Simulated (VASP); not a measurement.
# Lu2NF3 (P-4m2) in VASP: notebook, part 3 of 3

VASP 6.6.1. The steps go on from the part before.

## Step 6: Relaxation of cell and atoms, PBE

File INCAR:

```
SYSTEM = Lu2NF3
ALGO = Normal
EDIFF = 1E-7
EDIFFG = -0.04
ENCUT = 600
GGA = PE
IBRION = 2
ISIF = 3
ISMEAR = 0
LASPH = .True.
LCHARG = .False.
LREAL = .False.
LWAVE = .False.
NELM = 100
NSW = 90
PREC = Accurate
SIGMA = 0.1
```

File KPOINTS:

```
k-points
0
Gamma
  4 4 4
  0 0 0
```

File POSCAR:

```
Lu2NF3
1.0
    3.9013781411      0.0000000000      0.0000000000
    0.0000000000      3.9013781411      0.0000000000
    0.0000000000      0.0000000000      5.5521768263
Lu N F
2 1 3
Direct
    0.0000000000      0.5000000000      0.8023903394
    0.5000000000      0.0000000000      0.1976096606
    0.0000000000      0.0000000000      0.0000000000
    0.5000000000      0.5000000000      0.0000000000
    0.0000000000      0.5000000000      0.4172801700
    0.5000000000      0.0000000000      0.5827198300
```

Potentials or basis: VASP PAW PBE potentials, release 64 (Lu, N, F).

The run is started by

```console
> cat potpaw_PBE.64/Lu/POTCAR potpaw_PBE.64/N/POTCAR potpaw_PBE.64/F/POTCAR > POTCAR
> mpirun -np 1 vasp_std > vasp.out
```

OUTCAR:

```text
SYSTEM = Lu2NF3
   EDIFF = 1E-7
   EDIFFG = -0.04
   ENCUT = 600
   GGA = PE
   IBRION = 2
   ISIF = 3
   ISMEAR = 0
   LASPH = .True.
   LREAL = .False.
   NELM = 100
   NSW = 90
   PREC = Accurate

 ion  position               nearest neighbor table
   1  0.000  0.500  0.802-   5 2.14   4 2.24   3 2.24   3 2.24   4 2.24   2 3.52   2 3.52   2 3.52
                             2 3.52
   2  0.500  0.000  0.198-   6 2.14   4 2.24   3 2.24   4 2.24   3 2.24   1 3.52   1 3.52   1 3.52
                             1 3.52
   3  0.000  0.000  0.000-   1 2.24   2 2.24   1 2.24   2 2.24
   4  0.500  0.500  0.000-   1 2.24   2 2.24   2 2.24   1 2.24
   5  0.000  0.500  0.417-   1 2.14
   6  0.500  0.000  0.583-   2 2.14

  LATTYP: Found a simple tetragonal cell.
 ALAT       =     3.9013781411
 C/A-ratio  =     1.4231321921

  Lattice vectors:

 A1 = (   3.9013781411,   0.0000000000,   0.0000000000)
 A2 = (   0.0000000000,   3.9013781411,   0.0000000000)
 A3 = (   0.0000000000,   0.0000000000,   5.5521768263)

Analysis of symmetry for initial positions (statically):
=====================================================================
 Subroutine PRICEL returns:
 Original cell was already a primitive cell.

 Routine SETGRP: Setting up the symmetry group for a
 simple tetragonal supercell.

 Subroutine GETGRP returns: Found  8 space group operations
 (whereof  8 operations were pure point group operations)
 out of a pool of 16 trial point group operations.

The static configuration has the point symmetry D_2d.

Analysis of symmetry for dynamics (positions and initial velocities):
=====================================================================
 Subroutine PRICEL returns:
 Original cell was already a primitive cell.

 Routine SETGRP: Setting up the symmetry group for a
 simple tetragonal supercell.

 Subroutine GETGRP returns: Found  8 space group operations
 (whereof  8 operations were pure point group operations)
 out of a pool of 16 trial point group operations.
[... 110 lines left out ...]
   POTIM  = 0.5000    time-step for ionic-motion
   TEBEG  =    0.0;   TEEND  =   0.0 temperature during run
   PSTRESS=    0.0 pullay stress
   NELECT =      76.0000    total number of electrons
   NUPDOWN=      -1.0000    fix difference up-down
   EMIN   =  10.00;   EMAX   =-10.00  energy-range for DOS
   EFERMI =   0.00;   METHOD = LEGACY
   ISMEAR =     0;   SIGMA  =   0.10  broadening in eV -4-tet -1-fermi 0-gaus
   EFERMI_NEDOS =   21; number of points for ismear=-14 and -15
   IALGO  =     38    algorithm
   IMIX   =      4    mixing-type and parameters
     AMIX     =   0.40;   BMIX     =  1.00
     AMIX_MAG =   1.60;   BMIX_MAG =  1.00
  volume/ion in A,a.u.               =      14.08        95.05
  Fermi-wavevector in a.u.,A,eV,Ry     =   1.580203  2.986151 33.974315  2.497042
  Thomas-Fermi vector in A             =   2.680466
   LORBIT       =      0    0 simple, 1 ext, 2 COOP (PROOUT), +10 PAW based schemes
   GGA     = PE    functional components
   LHFCALC =     F    Hartree Fock is set to
   AEXX    =    0.0000 exact exchange contribution
   IVDW    =     0    specifies the selected vdW correction
   LEPSILON=     F    determine dielectric tensor
   LRPA    =     F    only Hartree local field effects (RPA)
 conjugate gradient relaxation of ions
 non-spin polarized calculation
 Gauss-broadening in eV      SIGMA  =   0.10
  energy-cutoff  :      600.00
  volume of cell :       84.51
 maximum number of plane-waves:      2848
 NGX is ok and might be reduce to    32
   NGX = 15   NGY = 15   NGZ = 23

--------------------------------------- Ionic step        1  -------------------------------------------

 number of electron      75.9999986 magnetization

 Free energy of the ion-electron system (eV)
  ---------------------------------------------------
  ext. energy  EPLUGINS =         0.00000000
  ---------------------------------------------------
  free energy    TOTEN  =       -40.67822998 eV

  energy without entropy =      -40.67822998  energy(sigma->0) =      -40.67822998

------------------------ aborting loop because EDIFF is reached ----------------------------------------

  FORCE on cell =-STRESS in cart. coord.  units (eV):
  Direction    XX          YY          ZZ          XY          YZ          ZX
  --------------------------------------------------------------------------------------
  -------------------------------------------------------------------------------------
  Total        0.3217419      0.3217419      0.5871074      0.0000000      0.0000000      0.0000000
  in kB        6.0998446      6.0998446     11.1308615      0.0000000      0.0000000      0.0000000
  external PRESSURE =       7.7768502 kB  Pullay stress =       0.0000000 kB
[... 67 lines left out ...]
--------------------------------------- Ionic step        3  -------------------------------------------

 number of electron      75.9999983 magnetization

 Free energy of the ion-electron system (eV)
  ---------------------------------------------------
  ext. energy  EPLUGINS =         0.00000000
  ---------------------------------------------------
  free energy    TOTEN  =       -40.67998684 eV

  energy without entropy =      -40.67998684  energy(sigma->0) =      -40.67998684

 E-fermi :   3.1051     XC(G=0): -10.6932

 val. band max:        2.5456824589   @ k =   0.5000   0.5000   0.0000
 cond. band min:       4.0610352726   @ k =   0.0000   0.0000   0.0000
 fundamental gap:      1.5153528137
 Fermi energy:         3.1051393940

 k-point     1 :       0.0000    0.0000    0.0000
  band No.  band energies     occupation
      1     -53.0802      2.00000
      2     -53.0604      2.00000
      3     -24.9197      2.00000
      4     -24.1120      2.00000
      5     -24.1120      2.00000
      6     -23.9001      2.00000
[... 886 lines left out ...]
  FREE ENERGIE OF THE ION-ELECTRON SYSTEM (eV)
  ---------------------------------------------------
  free  energy   TOTEN  =       -40.6799868375 eV

  energy  without entropy=      -40.6799868375  energy(sigma->0) =      -40.67998684

 reached required accuracy - stopping structural energy minimisation
```

OSZICAR:

```text
N       E                     dE             d eps       ncg     rms          rms(c)
DAV:   1     0.788552717251E+03    0.78855E+03   -0.34107E+04  2479   0.607E+03
DAV:   2     0.103655170883E+03   -0.68490E+03   -0.65334E+03  2052   0.877E+02
DAV:   3    -0.330757241316E+02   -0.13673E+03   -0.13182E+03  1781   0.238E+02
[... 37 lines left out ...]
DAV:   6    -0.406798524776E+02   -0.13189E-03   -0.22843E-04  2150   0.100E-01    0.336E-02
DAV:   7    -0.406799794254E+02   -0.12695E-03   -0.22397E-04  3040   0.142E-01    0.998E-03
DAV:   8    -0.406799857902E+02   -0.63648E-05   -0.55496E-05  2497   0.379E-02    0.703E-03
DAV:   9    -0.406799858553E+02   -0.65153E-07   -0.48251E-06  2739   0.131E-02    0.636E-03
DAV:  10    -0.406799868571E+02   -0.10018E-05   -0.10240E-06  2374   0.157E-02    0.168E-03
DAV:  11    -0.406799868375E+02    0.19569E-07   -0.39229E-07  1872   0.430E-03
   3 F= -.40679987E+02 E0= -.40679987E+02  d E =-.175686E-02
```

Wall time 4.4 min (1 thread of Oxide Virtual Turin-like, shared host); peak memory 0.23 GiB.

Results:

| Item | Value |
| --- | --- |
| Free energy | -40.6800 eV |
| Relaxed volume | 14.17 Å³/atom |
| Relaxed cell | a = 3.908 Å, b = 3.908 Å, c = 5.568 Å, α = 90.00°, β = 90.00°, γ = 90.00° |
| Space group after relaxing (to 0.1 Å) | P-4m2 (No. 115) |
| Energy gained by relaxing | 0.3 meV/atom |
| Ionic steps | 3 |
| Pressure after relaxing | -0.1 GPa |
| Largest force after relaxing | 0.027 eV/Å |
| Band gap on the k mesh | 1.52 eV (least direct gap 2.62 eV) |

Forces on the atoms (eV/Å):
```
Lu   0.000  0.000 -0.020
Lu   0.000  0.000  0.020
N    0.000  0.000  0.000
F    0.000  0.000  0.000
F    0.000  0.000 -0.027
F    0.000  0.000  0.027
```

The path:
| step | energy change (eV) | largest force (eV/Å) | pressure (GPa) | volume (Å³) |
| --- | --- | --- | --- | --- |
| 1 | 0.0000 | 0.1092 | 0.78 | 84.51 |
| 2 | -0.0010 | 0.0248 | -0.59 | 85.35 |
| 3 | -0.0018 | 0.0268 | -0.10 | 85.02 |

Final structure:
```yaml
crystal:
  lattice:
    - [3.90756, 0.00000, 0.00000]
    - [0.00000, 3.90756, 0.00000]
    - [0.00000, 0.00000, 5.56823]
  atoms:
    - { symbol: Lu, position: [0.00000, 0.50000, 0.80233] }
    - { symbol: Lu, position: [0.50000, 0.00000, 0.19767] }
    - { symbol: N, position: [0.00000, 0.00000, 0.00000] }
    - { symbol: F, position: [0.50000, 0.50000, 0.00000] }
    - { symbol: F, position: [0.00000, 0.50000, 0.41670] }
    - { symbol: F, position: [0.50000, 0.00000, 0.58330] }
```

Levels at points of the mesh, in eV from the valence-band top:
| k point | band 34 | band 35 | band 36 | band 37 | band 38 | band 39 | band 40 | band 41 | band 42 | band 43 |
| --- | --- | --- | --- | --- | --- | --- | --- | --- | --- | --- |
| (0.00, 0.00, 0.00) | -3.94 | -3.91 | -2.28 | -1.11 | -1.11 | 1.52 | 3.73 | 4.45 | 4.52 | 5.72 |
| (0.50, 0.00, 0.00) | -3.95 | -3.88 | -1.83 | -1.69 | -1.21 | 3.46 | 3.93 | 4.11 | 4.55 | 5.33 |
| (0.50, 0.50, 0.00) | -3.97 | -3.86 | -1.65 | -1.65 | 0.00 | 4.05 | 4.05 | 4.11 | 4.48 | 5.01 |
| (0.00, 0.00, 0.50) | -3.92 | -3.92 | -2.34 | -1.00 | -1.00 | 3.17 | 3.20 | 3.89 | 5.45 | 5.67 |
| (0.50, 0.00, 0.50) | -3.98 | -3.95 | -1.59 | -1.40 | -1.14 | 3.76 | 4.27 | 4.33 | 4.61 | 5.22 |
| (0.50, 0.50, 0.50) | -4.00 | -3.86 | -1.36 | -1.36 | -0.03 | 4.06 | 4.10 | 4.10 | 4.65 | 5.00 |

Caveat: spin-orbit coupling is left out, which moves the levels of the heavy elements. A k mesh can miss the band edges.

## Step 7: Single point, PBE

This run uses another cell than the first one, of 14.12 Å³/atom.

File INCAR:

```
PREC     = Accurate       # precision mode
ENCUT    = 520            # plane-wave cutoff, eV
EDIFF    = 1E-6           # SCF threshold, eV
ISMEAR   = 0              # smearing method
SIGMA    = 0.02           # smearing width, eV
LREAL    = False          # projectors in reciprocal space
LASPH    = True           # aspherical terms in the spheres
NELM     = 80             # most SCF steps
ALGO     = Normal         # electronic algorithm
ISIF     = 2              # what is computed and relaxed
LWAVE    = False          # write WAVECAR
LCHARG   = False          # write CHGCAR
GGA      = PE             # functional
NBANDS   = 47             # bands
```

File KPOINTS:

```
regular mesh
0
Gamma
  8 8 6
```

File POSCAR:

```
Lu2NF3
1.0
    3.9079976812      0.0000000000      0.0000000000
    0.0000000000      3.9079976812      0.0000000000
    0.0000000000      0.0000000000      5.5464446009
Lu N F
2 1 3
Direct
    0.0000000000      0.5000000000      0.8027351659
    0.5000000000      0.0000000000      0.1972648341
    0.0000000000      0.0000000000      0.0000000000
    0.5000000000      0.5000000000      0.0000000000
    0.0000000000      0.5000000000      0.4176852944
    0.5000000000      0.0000000000      0.5823147056
```

Potentials or basis: VASP PAW PBE potentials, release 64 (Lu, N, F).

The run is started by

```console
> cat potpaw_PBE.64/Lu/POTCAR potpaw_PBE.64/N/POTCAR potpaw_PBE.64/F/POTCAR > POTCAR
> mpirun -np 1 vasp_std > vasp.out
```

OUTCAR:

```text
PREC = Accurate
   ENCUT = 520
   EDIFF = 1E-6
   ISMEAR = 0
   LREAL = False
   LASPH = True
   NELM = 80
   ISIF = 2
   GGA = PE

 ion  position               nearest neighbor table
   1  0.000  0.500  0.803-   5 2.14   4 2.24   3 2.24   3 2.24   4 2.24   2 3.52   2 3.52   2 3.52
                             2 3.52
   2  0.500  0.000  0.197-   6 2.14   4 2.24   3 2.24   4 2.24   3 2.24   1 3.52   1 3.52   1 3.52
                             1 3.52
   3  0.000  0.000  0.000-   1 2.24   2 2.24   1 2.24   2 2.24
   4  0.500  0.500  0.000-   1 2.24   2 2.24   2 2.24   1 2.24
   5  0.000  0.500  0.418-   1 2.14
   6  0.500  0.000  0.582-   2 2.14

  LATTYP: Found a simple tetragonal cell.
 ALAT       =     3.9079976812
 C/A-ratio  =     1.4192548342

  Lattice vectors:

 A1 = (   3.9079976812,   0.0000000000,   0.0000000000)
 A2 = (   0.0000000000,   3.9079976812,   0.0000000000)
 A3 = (   0.0000000000,   0.0000000000,   5.5464446009)

Analysis of symmetry for initial positions (statically):
=====================================================================
 Subroutine PRICEL returns:
 Original cell was already a primitive cell.

[... 174 lines left out ...]
  free energy    TOTEN  =       -40.67116742 eV

  energy without entropy =      -40.67116742  energy(sigma->0) =      -40.67116742

 E-fermi :   2.6506     XC(G=0): -10.7108

 val. band max:        2.5692900426   @ k =   0.5000   0.5000   0.0000
 cond. band min:       4.1011796061   @ k =   0.0000   0.0000   0.0000
 fundamental gap:      1.5318895634
 Fermi energy:         2.6506449094

 k-point     1 :       0.0000    0.0000    0.0000
  band No.  band energies     occupation
      1     -53.0363      2.00000
      2     -53.0158      2.00000
      3     -24.9147      2.00000
      4     -24.0740      2.00000
      5     -24.0740      2.00000
      6     -23.8781      2.00000
[... 1189 lines left out ...]
     46       8.7287      0.00000
     47       9.8958      0.00000

 [... further k-points ...]
[... 5 lines left out ...]
  --------------------------------------------------------------------------------------
  -------------------------------------------------------------------------------------
  Total        0.2915936      0.2915936      0.6723007      0.0000000      0.0000000      0.0000000
  in kB        5.5152513      5.5152513     12.7160101      0.0000000      0.0000000      0.0000000
  external PRESSURE =       7.9155042 kB  Pullay stress =       0.0000000 kB

 VOLUME and BASIS-vectors are now :
 -----------------------------------------------------------------------------
  energy-cutoff  :      520.00
  volume of cell :       84.71
      direct lattice vectors                 reciprocal lattice vectors
     3.907997681  0.000000000  0.000000000     0.255885515  0.000000000  0.000000000
     0.000000000  3.907997681  0.000000000     0.000000000  0.255885515  0.000000000
     0.000000000  0.000000000  5.546444601     0.000000000  0.000000000  0.180295680

 POSITION                                       TOTAL-FORCE (eV/Angst)
 -----------------------------------------------------------------------------------
      0.00000      1.95400      4.45233        -0.000000      0.000000      0.004061
      1.95400      0.00000      1.09412         0.000000      0.000000     -0.004061
      0.00000      0.00000      0.00000        -0.000000      0.000000     -0.000000
      1.95400      1.95400      0.00000        -0.000000     -0.000000     -0.000000
      0.00000      1.95400      2.31667        -0.000000      0.000000     -0.114054
      1.95400      0.00000      3.22978        -0.000000      0.000000      0.114054
 -----------------------------------------------------------------------------------
    total drift:                                0.000000      0.000000      0.000000

  FREE ENERGIE OF THE ION-ELECTRON SYSTEM (eV)
  ---------------------------------------------------
  free  energy   TOTEN  =       -40.6711674175 eV

  energy  without entropy=      -40.6711674175  energy(sigma->0) =      -40.67116742
```

It took 4 min on 1 thread of Oxide Virtual Turin-like, shared host; peak memory 0.3 GiB.

Results:

```yaml
Free_energy: -40.6712 eV
Pressure: 0.8 GPa
Largest_force: 0.114 eV/Å
Band_gap_on_the_k_mesh: 1.53 eV (least direct gap 2.65 eV)
```

Forces on the atoms (eV/Å):
```
Lu   0.000  0.000  0.004
Lu   0.000  0.000 -0.004
N    0.000  0.000  0.000
F    0.000  0.000  0.000
F    0.000  0.000 -0.114
F    0.000  0.000  0.114
```

Stress tensor (GPa, compression positive):
```
0.55 0.00 0.00
0.00 0.55 0.00
0.00 0.00 1.27
```

Caveat: spin-orbit coupling is left out, which moves the levels of the heavy elements. A k mesh can miss the band edges.

## Step 8: Summary

| task | cell | k mesh | cutoff (eV) | smearing | gap on the mesh (eV) | pressure (GPa) | relaxed volume (Å³/atom) | largest force (eV/Å) |
| --- | --- | --- | --- | --- | --- | --- | --- | --- |
| relaxation of cell and atoms | relaxed from a = 3.901, b = 3.901, c = 5.552 Å, 6 atoms, atomic positions A | 8 × 8 × 6 | 600 | gaussian 0.02 eV | 1.50 | 0.0 | 14.11 | 0.01 |
| single point | a = 3.901, b = 3.901, c = 5.552 Å, 6 atoms, atomic positions A | 4 × 4 × 4 | 520 | gaussian 0.1 eV | 1.53 | 0.9 | - | 0.11 |
| single point | a = 3.901, b = 3.901, c = 5.552 Å, 6 atoms, atomic positions A | 6 × 6 × 2 | 520 | gaussian 0.1 eV | 1.53 | 0.9 | - | 0.11 |
| single point | a = 3.453, b = 3.453, c = 7.621 Å, 6 atoms, atomic positions B | 6 × 6 × 2 | 520 | gaussian 0.1 eV | none | -12.4 | - | 4.53 |
| relaxation of cell and atoms | relaxed from a = 3.901, b = 3.901, c = 5.552 Å, 6 atoms, atomic positions A | 4 × 4 × 4 | 600 | gaussian 0.1 eV | 1.52 | -0.1 | 14.17 | 0.03 |
| single point | a = 3.908, b = 3.908, c = 5.546 Å, 6 atoms, atomic positions C | 8 × 8 × 6 | 520 | gaussian 0.02 eV | 1.53 | 0.8 | - | 0.11 |

Alike in all rows: level PBE; potentials or basis VASP PAW PBE potentials, release 64 (Lu, N, F); no spin polarisation.

Caveats: some runs use coarse meshes; spin-orbit coupling is left out, which moves the levels of the heavy elements; forces of over 1 eV/Å act on the atoms, so gaps and moduli don't describe the material at rest (at least some runs).

Total energies depend on the potentials used, so only differences within one code and one set of settings carry meaning.

The gap in the log of VASP goes by the Fermi energy; the results here count the filled bands.